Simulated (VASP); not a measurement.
# YN (Fm-3m) in VASP: single point with HSE06

Aim: the single point of YN with HSE06.

All numbers are computed with VASP 6.6.1; they aren't measurements. Logs are shortened: lines on timing, memory, paths and dates and some standing lists are left out, and cuts for length are marked.

## Step 1: The cell of the first run

Symmetry: Fm-3m, No. 225, cubic system. Conventional cell: a = 4.896 Å, b = 4.896 Å, c = 4.896 Å, α = 90.00°, β = 90.00°, γ = 90.00°. Y (site symmetry m-3m) has 6 N at 2.45 Å within 3.2 Å. N (site symmetry m-3m) has 6 Y at 2.45 Å within 3.2 Å.

## Step 2: Single point, HSE06, non-collinear spin, zero start, spin-orbit coupling

File POSCAR:

```
YN
1.0
    0.0000000000      2.4480479581      2.4480479581
    2.4480479581      0.0000000000      2.4480479581
    2.4480479581      2.4480479581      0.0000000000
Y N
1 1
Direct
    0.0000000000      0.0000000000      0.0000000000
    0.5000000000      0.5000000000      0.5000000000
```

File INCAR.step1:

```
SYSTEM = YN
ALGO = Normal ; EDIFF = 1E-5
ENCUT = 520 ; GGA = PE
GGA_COMPAT = .FALSE. ; ISIF = 2
ISMEAR = -1 ; KPAR = 4
LASPH = .TRUE. ; LCHARG = .FALSE.
LMAXMIX = 4 ; LORBIT = 11
LORBMOM = .TRUE. ; LREAL = .FALSE.
LSORBIT = .TRUE. ; LWAVE = .TRUE.
MAGMOM = 0 0 0 0 0 0 ; NBANDS = 28
NELM = 200 ; PREC = Accurate
SIGMA = 0.02
```

File INCAR.step2:

```
SYSTEM = YN
ALGO = Normal ; EDIFF = 1E-6
ENCUT = 520 ; GGA = PE
GGA_COMPAT = .FALSE. ; HFSCREEN = 0.2079
ISIF = 2 ; ISMEAR = -1
ISTART = 1 ; KPAR = 4
LASPH = .TRUE. ; LCHARG = .FALSE.
LHFCALC = .TRUE. ; LMAXMIX = 4
LORBIT = 11 ; LORBMOM = .TRUE.
LREAL = .FALSE. ; LSORBIT = .TRUE.
LWAVE = .FALSE. ; MAGMOM = 0 0 0 0 0 0
NBANDS = 28 ; NELM = 200
PREC = Accurate ; PRECFOCK = Normal
SIGMA = 0.02
```

File KPOINTS:

```
k-points
0
G
  6 6 6
  0 0 0
```

Potentials or basis: VASP PAW PBE potentials, release 64 (Y_sv, N).

The run is started by

```sh
$ cat potpaw_PBE.64/Y_sv/POTCAR potpaw_PBE.64/N/POTCAR > POTCAR
$ cp INCAR.step1 INCAR
$ mpirun -np 4 vasp_ncl > vasp.out
$ cp INCAR.step2 INCAR
$ mpirun -np 4 vasp_ncl > vasp.out
```

OUTCAR:

```text
SYSTEM = YN
   EDIFF = 1E-6
   ENCUT = 520
   GGA = PE
   HFSCREEN = 0.2079
   ISIF = 2
   ISMEAR = -1
   ISTART = 1
   LASPH = .TRUE.
   LHFCALC = .TRUE.
   LORBIT = 11
   LREAL = .FALSE.
   LSORBIT = .TRUE.
   NELM = 200
   PREC = Accurate
   PRECFOCK = Normal

 ion  position               nearest neighbor table
   1  0.000  0.000  0.000-   2 2.45   2 2.45   2 2.45   2 2.45   2 2.45   2 2.45
   2  0.500  0.500  0.500-   1 2.45   1 2.45   1 2.45   1 2.45   1 2.45   1 2.45

  LATTYP: Found a face centered cubic cell.
 ALAT       =     4.8960959162

  Lattice vectors:

 A1 = (   0.0000000000,   2.4480479581,   2.4480479581)
 A2 = (   2.4480479581,   0.0000000000,   2.4480479581)
 A3 = (   2.4480479581,   2.4480479581,   0.0000000000)

Analysis of symmetry for initial positions (statically):
=====================================================================
 Subroutine PRICEL returns:
 Original cell was already a primitive cell.

 Routine SETGRP: Setting up the symmetry group for a
 face centered cubic supercell.

 Subroutine GETGRP returns: Found 48 space group operations
 (whereof 48 operations were pure point group operations)
 out of a pool of 48 trial point group operations.

The static configuration has the point symmetry O_h .

Analysis of symmetry for dynamics (positions and initial velocities):
=====================================================================
 Subroutine PRICEL returns:
 Original cell was already a primitive cell.

 Routine SETGRP: Setting up the symmetry group for a
 face centered cubic supercell.

 Subroutine GETGRP returns: Found 48 space group operations
 (whereof 48 operations were pure point group operations)
 out of a pool of 48 trial point group operations.

The dynamic configuration has the point symmetry O_h .

Analysis of structural, dynamic, and magnetic symmetry:
=====================================================================
 Subroutine PRICEL returns:
 Original cell was already a primitive cell.

 Routine SETGRP: Setting up the symmetry group for a
 face centered cubic supercell.

 Subroutine GETGRP returns: Found 48 space group operations
 (whereof 48 operations were pure point group operations)
 out of a pool of 48 trial point group operations.

The overall configuration has the point symmetry O_h .

 Subroutine INISYM returns: Found 48 space group operations
 (whereof 48 operations are pure point group operations),
 and found     1 'primitive' translations

----------------------------------------------------------------------------------------

                                     Primitive cell

  volume of cell :      29.3420

  direct lattice vectors                    reciprocal lattice vectors
     0.000000000  2.448047958  2.448047958    -0.204244365  0.204244365  0.204244365
     2.448047958  0.000000000  2.448047958     0.204244365 -0.204244365  0.204244365
     2.448047958  2.448047958  0.000000000     0.204244365  0.204244365 -0.204244365

  length of vectors
     3.462062624  3.462062624  3.462062624     0.353761617  0.353761617  0.353761617

  position of ions in fractional coordinates (direct lattice)
     0.000000000  0.000000000  0.000000000
     0.500000000  0.500000000  0.500000000

  ion indices of the primitive-cell ions
   primitive index   ion index
                 1           1
                 2           2

----------------------------------------------------------------------------------------

 KPOINTS: k-points

Automatic generation of k-mesh.
[... 105 lines left out ...]

 number of electron      16.0000002 magnetization       0.0000000      0.0000000      0.0000000

 Free energy of the ion-electron system (eV)
  ---------------------------------------------------
  ext. energy  EPLUGINS =         0.00000000
  ---------------------------------------------------
  free energy    TOTEN  =       -21.32671365 eV

  energy without entropy =      -21.32671365  energy(sigma->0) =      -21.32671365

 E-fermi :   4.0801     XC(G=0):  -9.2380

 val. band max:        3.5428706685   @ k =   0.0000   0.0000   0.0000
 cond. band min:       4.6129995527   @ k =   0.5000   0.5000   0.0000
 fundamental gap:      1.0701288842
 Fermi energy:         4.0800813161

 k-point     1 :       0.0000    0.0000    0.0000
  band No.  band energies     occupation
      1     -40.0767      1.00000
      2     -40.0767      1.00000
      3     -19.3554      1.00000
      4     -19.3554      1.00000
      5     -17.8720      1.00000
      6     -17.8720      1.00000
[... 485 lines left out ...]
     27      16.7892      0.00000
     28      16.7949      0.00000

------------------------ aborting loop because EDIFF is reached ----------------------------------------

  FORCE on cell =-STRESS in cart. coord.  units (eV):
  Direction    XX          YY          ZZ          XY          YZ          ZX
  --------------------------------------------------------------------------------------
  -------------------------------------------------------------------------------------
  Total       -0.3253246     -0.3253246     -0.3253246      0.0000000      0.0000000      0.0000000
  in kB      -17.7638738    -17.7638738    -17.7638738      0.0000000      0.0000000      0.0000000
  external PRESSURE =     -17.7638738 kB  Pullay stress =       0.0000000 kB

 VOLUME and BASIS-vectors are now :
 -----------------------------------------------------------------------------
  energy-cutoff  :      520.00
  volume of cell :       29.34
      direct lattice vectors                 reciprocal lattice vectors
     0.000000000  2.448047958  2.448047958    -0.204244365  0.204244365  0.204244365
     2.448047958  0.000000000  2.448047958     0.204244365 -0.204244365  0.204244365
     2.448047958  2.448047958  0.000000000     0.204244365  0.204244365 -0.204244365

 POSITION                                       TOTAL-FORCE (eV/Angst)
 -----------------------------------------------------------------------------------
      0.00000      0.00000      0.00000         0.000000      0.000000     -0.000000
      2.44805      2.44805      2.44805        -0.000000     -0.000000      0.000000
 -----------------------------------------------------------------------------------
    total drift:                                0.000002      0.000003      0.000003

  FREE ENERGIE OF THE ION-ELECTRON SYSTEM (eV)
  ---------------------------------------------------
  free  energy   TOTEN  =       -21.3267136498 eV

  energy  without entropy=      -21.3267136498  energy(sigma->0) =      -21.32671365

 orbital moment (x)

 # of ion     p       d       f       tot
 ------------------------------------------------
  1        -0.000  -0.000   0.000  -0.000
  2        -0.000   0.000   0.000  -0.000
 ------------------------------------------------
           -0.000  -0.000   0.000  -0.000

 orbital moment (y)

 # of ion     p       d       f       tot
 ------------------------------------------------
  1         0.000   0.000   0.000   0.000
  2         0.000   0.000   0.000   0.000
 ------------------------------------------------
            0.000   0.000   0.000   0.000

 orbital moment (z)

 # of ion     p       d       f       tot
 ------------------------------------------------
  1         0.000   0.000   0.000   0.000
  2         0.000   0.000   0.000   0.000
 ------------------------------------------------
            0.000   0.000   0.000   0.000

 Spin-Orbit-Coupling matrix elements

 Ion:    1  E_soc:     -0.0920443
 l=   1
     0.0000000    -0.0152415    -0.0152415
    -0.0152415     0.0000000    -0.0152415
    -0.0152415    -0.0152415     0.0000000
 l=   2
     0.0000000    -0.0000123     0.0000000    -0.0000123    -0.0000869
    -0.0000123     0.0000000    -0.0000652    -0.0000123    -0.0000217
     0.0000000    -0.0000652     0.0000000    -0.0000652     0.0000000
    -0.0000123    -0.0000123    -0.0000652     0.0000000    -0.0000217
    -0.0000869    -0.0000217     0.0000000    -0.0000217     0.0000000
 l=   3
     0.0000000     0.0000000     0.0000000     0.0000000     0.0000000     0.0000000    -0.0000000
     0.0000000     0.0000000     0.0000000     0.0000000     0.0000000     0.0000000     0.0000000
     0.0000000     0.0000000     0.0000000    -0.0000000     0.0000000     0.0000000     0.0000000
     0.0000000     0.0000000    -0.0000000     0.0000000    -0.0000000     0.0000000     0.0000000
     0.0000000     0.0000000     0.0000000    -0.0000000     0.0000000     0.0000000     0.0000000
     0.0000000     0.0000000     0.0000000     0.0000000     0.0000000     0.0000000     0.0000000
    -0.0000000     0.0000000     0.0000000     0.0000000     0.0000000     0.0000000     0.0000000

 Ion:    2  E_soc:     -0.0001513
 l=   1
     0.0000000    -0.0000252    -0.0000252
    -0.0000252     0.0000000    -0.0000252
    -0.0000252    -0.0000252     0.0000000
 l=   2
     0.0000000     0.0000000     0.0000000     0.0000000     0.0000000
     0.0000000     0.0000000     0.0000000     0.0000000     0.0000000
     0.0000000     0.0000000     0.0000000     0.0000000     0.0000000
     0.0000000     0.0000000     0.0000000     0.0000000     0.0000000
     0.0000000     0.0000000     0.0000000     0.0000000     0.0000000
 l=   3
     0.0000000     0.0000000     0.0000000     0.0000000     0.0000000     0.0000000     0.0000000
     0.0000000     0.0000000     0.0000000     0.0000000     0.0000000     0.0000000     0.0000000
     0.0000000     0.0000000     0.0000000     0.0000000     0.0000000     0.0000000     0.0000000
     0.0000000     0.0000000     0.0000000     0.0000000     0.0000000     0.0000000     0.0000000
     0.0000000     0.0000000     0.0000000     0.0000000     0.0000000     0.0000000     0.0000000
     0.0000000     0.0000000     0.0000000     0.0000000     0.0000000     0.0000000     0.0000000
     0.0000000     0.0000000     0.0000000     0.0000000     0.0000000     0.0000000     0.0000000

 total charge

# of ion       s       p       d       f       tot
--------------------------------------------------
    1        2.187   6.549   0.984   0.101   9.821
    2        1.240   2.433   0.000   0.000   3.672
--------------------------------------------------
tot          3.426   8.982   0.984   0.101  13.493

 magnetization (x)

# of ion       s       p       d       f       tot
--------------------------------------------------
    1       -0.000  -0.000   0.000   0.000  -0.000
    2       -0.000   0.000   0.000   0.000  -0.000
--------------------------------------------------
tot         -0.000  -0.000   0.000   0.000  -0.000

 magnetization (y)

# of ion       s       p       d       f       tot
--------------------------------------------------
    1       -0.000   0.000   0.000   0.000  -0.000
    2        0.000   0.000   0.000   0.000   0.000
--------------------------------------------------
tot         -0.000   0.000   0.000   0.000  -0.000

 magnetization (z)

# of ion       s       p       d       f       tot
--------------------------------------------------
    1        0.000  -0.000  -0.000   0.000   0.000
    2       -0.000   0.000   0.000   0.000  -0.000
--------------------------------------------------
tot          0.000  -0.000  -0.000   0.000   0.000
```

Run time: 36 min. Hardware: 4 MPI ranks of Intel Xeon Platinum 8375C at 2.90GHz (Ice Lake), shared host; peak memory 0.35 GiB.

What came out:

| Quantity | Value |
| --- | --- |
| Free energy | -21.3267 eV |
| Pressure | -1.8 GPa |
| Net moment | 0.00 μB per cell |
| Valence electrons inside the program's atomic spheres | Y 9.82; N 3.67 |

Moments on the atoms (μB; x, y, z):
```
Y   0.00 0.00 0.00
N   0.00 0.00 0.00
```

Caveat: the k points lie up to 0.37 Å⁻¹ apart; the PAW data sets were made with another functional, which shifts forces and pressure a little.
